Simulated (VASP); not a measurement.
# CaO (lda) (Fm-3m) in VASP: further runs

CaO (lda) is run at these levels: LDA; tasks: single point, relaxation of cell and atoms.

All numbers are computed with VASP 6.6.1; they aren't measurements. Logs are shortened: lines on timing, memory, paths and dates and some standing lists are left out, and cuts for length are marked.

### Step 1. The cell of the first run

Symmetry: Fm-3m, No. 225, cubic system. The conventional cell has a = 4.907 Å, b = 4.907 Å, c = 4.907 Å, α = 90.00°, β = 90.00°, γ = 90.00°. Within 3.2 Å of Ca (site symmetry m-3m) lie 6 O at 2.45 Å. O (site symmetry m-3m) has 6 Ca at 2.45 Å within 3.2 Å.

### Step 2. Single point, LDA

The input, INCAR:

```
PREC     = Accurate       # precision mode
ENCUT    = 600            # plane-wave cutoff, eV
EDIFF    = 1E-6           # SCF threshold, eV
ISMEAR   = 0              # smearing method
SIGMA    = 0.1            # smearing width, eV
LREAL    = False          # projectors in reciprocal space
LASPH    = True           # aspherical terms in the spheres
NELM     = 120            # most SCF steps
ALGO     = Normal         # electronic algorithm
ISIF     = 2              # what is computed and relaxed
LWAVE    = False          # write WAVECAR
LCHARG   = False          # write CHGCAR
GGA      = CA             # functional
NBANDS   = 15             # bands
GGA_COMPAT= False
```

The input, KPOINTS:

```
regular mesh
0
Gamma
  6 6 6
```

The input, POSCAR:

```
CaO
1.0
    0.0000000000      2.4535000000      2.4535000000
    2.4535000000      0.0000000000      2.4535000000
    2.4535000000      2.4535000000      0.0000000000
Ca O
1 1
Direct
    0.0000000000      0.0000000000      0.0000000000
    0.5000000000      0.5000000000      0.5000000000
```

Potentials or basis: VASP PAW LDA potentials, release 64 (Ca_sv, O).

Launch:

```
> cat potpaw_LDA.64/Ca_sv/POTCAR potpaw_LDA.64/O/POTCAR > POTCAR
> mpirun -np 1 vasp_std > vasp.out
```

OUTCAR:

```text
PREC = Accurate
   ENCUT = 600
   EDIFF = 1E-6
   ISMEAR = 0
   LREAL = False
   LASPH = True
   NELM = 120
   ISIF = 2
   GGA = CA

 ion  position               nearest neighbor table
   1  0.000  0.000  0.000-   2 2.45   2 2.45   2 2.45   2 2.45   2 2.45   2 2.45
   2  0.500  0.500  0.500-   1 2.45   1 2.45   1 2.45   1 2.45   1 2.45   1 2.45

  LATTYP: Found a face centered cubic cell.
 ALAT       =     4.9070000000

  Lattice vectors:

 A1 = (   0.0000000000,   2.4535000000,   2.4535000000)
 A2 = (   2.4535000000,   0.0000000000,   2.4535000000)
 A3 = (   2.4535000000,   2.4535000000,   0.0000000000)

Analysis of symmetry for initial positions (statically):
=====================================================================
 Subroutine PRICEL returns:
 Original cell was already a primitive cell.

 Routine SETGRP: Setting up the symmetry group for a
 face centered cubic supercell.

 Subroutine GETGRP returns: Found 48 space group operations
 (whereof 48 operations were pure point group operations)
 out of a pool of 48 trial point group operations.

The static configuration has the point symmetry O_h .

Analysis of symmetry for dynamics (positions and initial velocities):
=====================================================================
 Subroutine PRICEL returns:
 Original cell was already a primitive cell.

 Routine SETGRP: Setting up the symmetry group for a
 face centered cubic supercell.

 Subroutine GETGRP returns: Found 48 space group operations
 (whereof 48 operations were pure point group operations)
 out of a pool of 48 trial point group operations.

The dynamic configuration has the point symmetry O_h .

 Subroutine INISYM returns: Found 48 space group operations
 (whereof 48 operations are pure point group operations),
 and found     1 'primitive' translations

----------------------------------------------------------------------------------------

                                     Primitive cell

  volume of cell :      29.5385

  direct lattice vectors                    reciprocal lattice vectors
     0.000000000  2.453500000  2.453500000    -0.203790503  0.203790503  0.203790503
     2.453500000  0.000000000  2.453500000     0.203790503 -0.203790503  0.203790503
     2.453500000  2.453500000  0.000000000     0.203790503  0.203790503 -0.203790503

  length of vectors
     3.469772975  3.469772975  3.469772975     0.352975506  0.352975506  0.352975506

  position of ions in fractional coordinates (direct lattice)
     0.000000000  0.000000000  0.000000000
     0.500000000  0.500000000  0.500000000

  ion indices of the primitive-cell ions
   primitive index   ion index
                 1           1
                 2           2

[... 75 lines left out ...]
   EMIN   =  10.00;   EMAX   =-10.00  energy-range for DOS
   EFERMI =   0.00;   METHOD = LEGACY
   ISMEAR =     0;   SIGMA  =   0.10  broadening in eV -4-tet -1-fermi 0-gaus
   EFERMI_NEDOS =   21; number of points for ismear=-14 and -15
   IALGO  =     38    algorithm
   IMIX   =      4    mixing-type and parameters
     AMIX     =   0.40;   BMIX     =  1.00
     AMIX_MAG =   1.60;   BMIX_MAG =  1.00
  volume/ion in A,a.u.               =      14.77        99.67
  Fermi-wavevector in a.u.,A,eV,Ry     =   1.334501  2.521840 24.230504  1.780892
  Thomas-Fermi vector in A             =   2.463277
   LORBIT       =      0    0 simple, 1 ext, 2 COOP (PROOUT), +10 PAW based schemes
   GGA     = CA    functional components
   LHFCALC =     F    Hartree Fock is set to
   AEXX    =    0.0000 exact exchange contribution
   IVDW    =     0    specifies the selected vdW correction
   LEPSILON=     F    determine dielectric tensor
   LRPA    =     F    only Hartree local field effects (RPA)
 non-spin polarized calculation
 Gauss-broadening in eV      SIGMA  =   0.10
  energy-cutoff  :      600.00
  volume of cell :       29.54
 maximum number of plane-waves:      1002
   NGX = 13   NGY = 13   NGZ = 13

 number of electron      16.0000005 magnetization

 Free energy of the ion-electron system (eV)
  ---------------------------------------------------
  ext. energy  EPLUGINS =         0.00000000
  ---------------------------------------------------
  free energy    TOTEN  =       -14.09513075 eV

  energy without entropy =      -14.09513075  energy(sigma->0) =      -14.09513075

 E-fermi :   2.1450     XC(G=0): -10.7279

 val. band max:        1.6665846033   @ k =   0.0000   0.0000   0.0000
 cond. band min:       5.1467314519   @ k =   0.5000   0.5000   0.0000
 fundamental gap:      3.4801468485
 Fermi energy:         2.1450352837

 k-point     1 :       0.0000    0.0000    0.0000
  band No.  band energies     occupation
      1     -35.6475      2.00000
      2     -16.7373      2.00000
      3     -16.7373      2.00000
      4     -16.7373      2.00000
      5     -13.4223      2.00000
      6       1.6666      2.00000
      7       1.6666      2.00000
      8       1.6666      2.00000
      9       5.7484      0.00000
     10       7.6254      0.00000
     11       7.6254      0.00000
     12       7.6254      0.00000
     13       9.0764      0.00000
     14       9.0764      0.00000
[... 257 lines left out ...]
      2     -17.1759      2.00000
      3     -17.0418      2.00000
      4     -17.0152      2.00000
      5     -12.9438      2.00000
      6       0.4358      2.00000
      7       0.6389      2.00000
      8       0.8504      2.00000
      9       6.4567      0.00000
     10       8.9550      0.00000
     11       9.5550      0.00000
     12      10.7928      0.00000
     13      10.9219      0.00000
     14      13.8140      0.00000
     15      14.2648      0.00000

------------------------ aborting loop because EDIFF is reached ----------------------------------------

  FORCE on cell =-STRESS in cart. coord.  units (eV):
  Direction    XX          YY          ZZ          XY          YZ          ZX
  --------------------------------------------------------------------------------------
  -------------------------------------------------------------------------------------
  Total       -2.1581826     -2.1581826     -2.1581826      0.0000000     -0.0000000      0.0000000
  in kB     -117.0605544   -117.0605544   -117.0605544      0.0000000     -0.0000000      0.0000000
  external PRESSURE =    -117.0605544 kB  Pullay stress =       0.0000000 kB

 VOLUME and BASIS-vectors are now :
 -----------------------------------------------------------------------------
  energy-cutoff  :      600.00
  volume of cell :       29.54
      direct lattice vectors                 reciprocal lattice vectors
     0.000000000  2.453500000  2.453500000    -0.203790503  0.203790503  0.203790503
     2.453500000  0.000000000  2.453500000     0.203790503 -0.203790503  0.203790503
     2.453500000  2.453500000  0.000000000     0.203790503  0.203790503 -0.203790503

 POSITION                                       TOTAL-FORCE (eV/Angst)
 -----------------------------------------------------------------------------------
      0.00000      0.00000      0.00000         0.000000     -0.000000      0.000000
      2.45350      2.45350      2.45350        -0.000000      0.000000     -0.000000
 -----------------------------------------------------------------------------------
    total drift:                                0.000000      0.000000      0.000000

  FREE ENERGIE OF THE ION-ELECTRON SYSTEM (eV)
  ---------------------------------------------------
  free  energy   TOTEN  =       -14.0951307528 eV

  energy  without entropy=      -14.0951307528  energy(sigma->0) =      -14.09513075
```

stdout:

```text
POSCAR found type information on POSCAR CaO
 POSCAR found :  2 types and       2 ions
 scaLAPACK will be used
 LDA part: xc-table for (Slater(with rela. corr.)+CA(PZ))
 , standard interpolation
 POSCAR, INCAR and KPOINTS ok, starting setup
 FFT: planning ... GRIDC
 FFT: planning ... GRID_SOFT
 FFT: planning ... GRID
 WAVECAR not read
 entering main loop
```

It took 12 s on 1 thread of Intel Xeon 8259CL, shared host; peak memory 0.14 GiB.

What came out:

| Quantity | Value |
| --- | --- |
| Free energy | -14.0951 eV |
| Pressure | -11.7 GPa |
| Band gap on the k mesh | 3.48 eV, indirect (least direct gap 3.87 eV) |

### Step 3. Single point, LDA

This run uses another cell than the first one, of 13.04 Å³/atom, 0.883 times its volume.

The input, INCAR:

```
SYSTEM = CaO
PREC = Accurate
ENCUT = 600
EDIFF = 1E-6
ISMEAR = 0
SIGMA = 0.1
LREAL = .FALSE.
LASPH = .TRUE.
NELM = 120
ALGO = Normal
ISIF = 2
LWAVE = .FALSE.
LCHARG = .TRUE.
LELF = .TRUE.
LVHAR = .TRUE.
NBANDS = 15
GGA_COMPAT = .FALSE.
```

The input, KPOINTS:

```
regular mesh
0
G
  8 8 8
  0 0 0
```

The input, POSCAR:

```
CaO
1.0
    0.0000000000      2.3540036583      2.3540036583
    2.3540036583      0.0000000000      2.3540036583
    2.3540036583      2.3540036583      0.0000000000
Ca O
1 1
Direct
    0.0000000000      0.0000000000      0.0000000000
    0.5000000000      0.5000000000      0.5000000000
```

Potentials or basis: VASP PAW LDA potentials, release 64 (Ca_sv, O).

Launch:

```
> cat potpaw_LDA.64/Ca_sv/POTCAR potpaw_LDA.64/O/POTCAR > POTCAR
> mpirun -np 1 vasp_std > vasp.out
```

It took 23 s on 1 thread of Intel Xeon 8259CL, shared host; peak memory 0.15 GiB.

The run converged. Its results:

* Free energy: -14.2231 eV
* Pressure: 0.8 GPa
* Band gap on the k mesh: 3.42 eV, indirect (least direct gap 3.78 eV)

Levels at points of the mesh, in eV from the valence-band top:
```csv
k point,band 6,band 7,band 8,band 9,band 10,band 11
"(0.00, 0.00, 0.00)",0.00,0.00,0.00,5.08,6.25,6.25
"(0.50, 0.00, 0.00)",-2.86,-1.36,-1.36,7.24,8.64,8.64
"(0.50, 0.50, 0.00)",-1.27,-0.36,-0.36,3.42,8.49,9.23
```

A k mesh can miss the band edges. LDA gaps usually lie below the measured ones, often by a third to a half.

### Step 4. Single point, LDA

This run uses another cell than the first one, of 13.04 Å³/atom, 0.883 times its volume.

The input, INCAR:

```
PREC     = Accurate       # precision mode
ENCUT    = 600            # plane-wave cutoff, eV
EDIFF    = 1E-6           # SCF threshold, eV
ISMEAR   = 0              # smearing method
SIGMA    = 0.02           # smearing width, eV
LREAL    = F              # projectors in reciprocal space
LASPH    = T              # aspherical terms in the spheres
NELM     = 120            # most SCF steps
ALGO     = Normal         # electronic algorithm
ISIF     = 2              # what is computed and relaxed
LWAVE    = F              # write WAVECAR
LCHARG   = F              # write CHGCAR
GGA      = CA             # functional
NBANDS   = 15             # bands
GGA_COMPAT= F
```

The input, KPOINTS:

```
Automatic mesh
0
Gamma
  8 8 8
```

POSCAR is that of step 3.

Potentials or basis: VASP PAW LDA potentials, release 64 (Ca_sv, O).

Launch:

```
> cat potpaw_LDA.64/Ca_sv/POTCAR potpaw_LDA.64/O/POTCAR > POTCAR
> mpirun -np 1 vasp_std > vasp.out
```

OUTCAR:

```text
PREC = Accurate
   ENCUT = 600
   EDIFF = 1E-6
   ISMEAR = 0
   LREAL = F
   LASPH = T
   NELM = 120
   ISIF = 2
   GGA = CA

 ion  position               nearest neighbor table
   1  0.000  0.000  0.000-   2 2.35   2 2.35   2 2.35   2 2.35   2 2.35   2 2.35
   2  0.500  0.500  0.500-   1 2.35   1 2.35   1 2.35   1 2.35   1 2.35   1 2.35

  LATTYP: Found a face centered cubic cell.
 ALAT       =     4.7080073166

  Lattice vectors:

 A1 = (   0.0000000000,   2.3540036583,   2.3540036583)
 A2 = (   2.3540036583,   0.0000000000,   2.3540036583)
 A3 = (   2.3540036583,   2.3540036583,   0.0000000000)

Analysis of symmetry for initial positions (statically):
=====================================================================
 Subroutine PRICEL returns:
 Original cell was already a primitive cell.

 Routine SETGRP: Setting up the symmetry group for a
 face centered cubic supercell.

 Subroutine GETGRP returns: Found 48 space group operations
 (whereof 48 operations were pure point group operations)
 out of a pool of 48 trial point group operations.

The static configuration has the point symmetry O_h .

[... 173 lines left out ...]
      5     -12.9457      2.00000
      6       2.3844      2.00000
      7       2.3844      2.00000
      8       2.3844      2.00000
      9       7.4671      0.00000
     10       8.6333      0.00000
     11       8.6333      0.00000
     12       8.6333      0.00000
     13      10.3090      0.00000
     14      10.3090      0.00000
[... 401 lines left out ...]
      2     -16.6175      2.00000
      3     -15.7443      2.00000
      4     -15.5942      2.00000
      5     -11.7759      2.00000
      6       0.1826      2.00000
      7       1.1743      2.00000
      8       1.2152      2.00000
      9       9.2649      0.00000
     10       9.3351      0.00000
     11      11.4679      0.00000
     12      11.7749      0.00000
     13      13.0998      0.00000
     14      14.8158      0.00000
     15      16.8699      0.00000

 [... further k-points ...]

------------------------ aborting loop because EDIFF is reached ----------------------------------------

  FORCE on cell =-STRESS in cart. coord.  units (eV):
  Direction    XX          YY          ZZ          XY          YZ          ZX
  --------------------------------------------------------------------------------------
  -------------------------------------------------------------------------------------
  Total        0.1357394      0.1357394      0.1357394     -0.0000000      0.0000000     -0.0000000
  in kB        8.3361452      8.3361452      8.3361452     -0.0000000      0.0000000     -0.0000000
  external PRESSURE =       8.3361452 kB  Pullay stress =       0.0000000 kB

 VOLUME and BASIS-vectors are now :
 -----------------------------------------------------------------------------
  energy-cutoff  :      600.00
  volume of cell :       26.09
      direct lattice vectors                 reciprocal lattice vectors
     0.000000000  2.354003658  2.354003658    -0.212404088  0.212404088  0.212404088
     2.354003658  0.000000000  2.354003658     0.212404088 -0.212404088  0.212404088
     2.354003658  2.354003658  0.000000000     0.212404088  0.212404088 -0.212404088

 POSITION                                       TOTAL-FORCE (eV/Angst)
 -----------------------------------------------------------------------------------
      0.00000      0.00000      0.00000         0.000000      0.000000      0.000000
      2.35400      2.35400      2.35400         0.000000     -0.000000     -0.000000
 -----------------------------------------------------------------------------------
    total drift:                                0.000000      0.000000      0.000000

  FREE ENERGIE OF THE ION-ELECTRON SYSTEM (eV)
  ---------------------------------------------------
  free  energy   TOTEN  =       -14.2230700268 eV

  energy  without entropy=      -14.2230700268  energy(sigma->0) =      -14.22307003
```

OSZICAR:

```text
N       E                     dE             d eps       ncg     rms          rms(c)
DAV:   1     0.128034163909E+03    0.12803E+03   -0.89705E+03   870   0.122E+03
DAV:   2    -0.106691598922E+02   -0.13870E+03   -0.12810E+03  1073   0.307E+02
DAV:   3    -0.158019940385E+02   -0.51328E+01   -0.50933E+01  1024   0.606E+01
DAV:   4    -0.159384150235E+02   -0.13642E+00   -0.13635E+00  1218   0.885E+00
DAV:   5    -0.159396935592E+02   -0.12785E-02   -0.12785E-02  1004   0.858E-01    0.846E+00
DAV:   6    -0.143661892684E+02    0.15735E+01   -0.46993E+00   955   0.218E+01    0.358E+00
DAV:   7    -0.142584430959E+02    0.10775E+00   -0.39478E-01  1010   0.678E+00    0.179E+00
DAV:   8    -0.142239535578E+02    0.34490E-01   -0.77844E-02  1101   0.288E+00    0.364E-01
DAV:   9    -0.142229618439E+02    0.99171E-03   -0.40071E-03   955   0.513E-01    0.929E-02
DAV:  10    -0.142230824399E+02   -0.12060E-03   -0.24526E-04  1198   0.145E-01    0.279E-02
DAV:  11    -0.142230711376E+02    0.11302E-04   -0.19148E-05  1130   0.525E-02    0.916E-03
DAV:  12    -0.142230701150E+02    0.10226E-05   -0.37534E-06  1024   0.225E-02    0.266E-03
DAV:  13    -0.142230700268E+02    0.88226E-07   -0.29176E-07   554   0.586E-03
   1 F= -.14223070E+02 E0= -.14223070E+02  d E =-.541426E-56
```

stdout:

```text
POSCAR found type information on POSCAR CaO
 POSCAR found :  2 types and       2 ions
 scaLAPACK will be used
 LDA part: xc-table for (Slater(with rela. corr.)+CA(PZ))
 , standard interpolation
 POSCAR, INCAR and KPOINTS ok, starting setup
 FFT: planning ... GRIDC
 FFT: planning ... GRID_SOFT
 FFT: planning ... GRID
 WAVECAR not read
 entering main loop
```

Wall time 21 s (1 thread of Intel Xeon 8259CL, shared host); peak memory 0.15 GiB.

Results:

- Free energy: -14.2231 eV
- Pressure: 0.8 GPa
- Band gap on the k mesh: 3.42 eV, indirect (least direct gap 3.78 eV)

### Step 5. Relaxation of cell and atoms, LDA

This run uses another cell than the first one, of 13.04 Å³/atom, 0.883 times its volume.

The input, INCAR:

```
  PREC = Accurate
  ENCUT = 600
  EDIFF = 1E-7
  ISMEAR = 0
  SIGMA = 0.02
  LREAL = False
  LASPH = True
  NELM = 120
  ALGO = Normal
  ISIF = 3
  LWAVE = False
  LCHARG = False
  IBRION = 2
  NSW = 100
  EDIFFG = -0.002
  GGA_COMPAT = False
  NELMIN = 4
```

The input, KPOINTS:

```
regular mesh
0
Gamma
  8 8 8
```

POSCAR is that of step 4.

Launch:

```
> cat potpaw_LDA.64/Ca_sv/POTCAR potpaw_LDA.64/O/POTCAR > POTCAR
> mpirun -np 1 vasp_std > vasp.out
```

Run time: 50 s. Hardware: 1 thread of Intel Xeon 8259CL, shared host; peak memory 0.15 GiB.

It converged, with:

- Free energy: -14.2235 eV
- Relaxed volume: 13.13 Å³/atom
- Relaxed cell: a = 3.336 Å, b = 3.336 Å, c = 3.336 Å, α = 60.00°, β = 60.00°, γ = 60.00°
- Space group after relaxing (to 0.05 Å): Fm-3m (No. 225)
- Energy gained by relaxing: 0.2 meV/atom
- Ionic steps: 3
- Pressure after relaxing: 0.0 GPa
- Band gap on the k mesh: 3.43 eV, indirect (least direct gap 3.79 eV)

Step by step:
| step | energy change (eV) | largest force (eV/Å) | pressure (GPa) | volume (Å³) |
| --- | --- | --- | --- | --- |
| 1 | 0.0000 | 0.0000 | 0.83 | 26.09 |
| 2 | -0.0003 | 0.0000 | -0.44 | 26.34 |
| 3 | -0.0004 | 0.0000 | 0.00 | 26.25 |

Final structure:
```yaml
crystal:
  lattice:
    - [0.00000, 2.35898, 2.35898]
    - [2.35898, 0.00000, 2.35898]
    - [2.35898, 2.35898, 0.00000]
  atoms:
    - { symbol: Ca, position: [0.00000, 0.00000, 0.00000] }
    - { symbol: O, position: [0.50000, 0.50000, 0.50000] }
```

Levels at points of the mesh, in eV from the valence-band top:
| k point | band 5 | band 6 | band 7 | band 8 | band 9 | band 10 | band 11 | band 12 |
| --- | --- | --- | --- | --- | --- | --- | --- | --- |
| (0.00, 0.00, 0.00) | -15.32 | 0.00 | 0.00 | 0.00 | 5.03 | 6.24 | 6.24 | 6.24 |
| (0.50, 0.00, 0.00) | -13.81 | -2.85 | -1.35 | -1.35 | 7.21 | 8.61 | 8.61 | 8.74 |
| (0.50, 0.50, 0.00) | -15.07 | -1.27 | -0.36 | -0.36 | 3.43 | 8.44 | 9.19 | 9.92 |

### Step 6. The runs side by side

| task | cell | k mesh | smearing | gap on the mesh (eV) | pressure (GPa) |
| --- | --- | --- | --- | --- | --- |
| single point | a = 3.470 Å, angles 60.0°, 2 atoms | 6 × 6 × 6 | gaussian 0.1 eV | 3.48 | -11.7 |
| single point | a = 3.329 Å, angles 60.0°, 2 atoms | 8 × 8 × 8 | gaussian 0.1 eV | 3.42 | 0.8 |
| single point | a = 3.329 Å, angles 60.0°, 2 atoms | 8 × 8 × 8 | gaussian 0.02 eV | 3.42 | 0.8 |
| relaxation of cell and atoms | relaxed from a = 3.329 Å, angles 60.0°, 2 atoms | 8 × 8 × 8 | gaussian 0.02 eV | 3.43 | 0.0 |

Alike in all rows: level LDA; potentials or basis VASP PAW LDA potentials, release 64 (Ca_sv, O); no spin polarisation; cutoff (eV) 600.

Absolute energies hang on the potentials; compare differences alone.
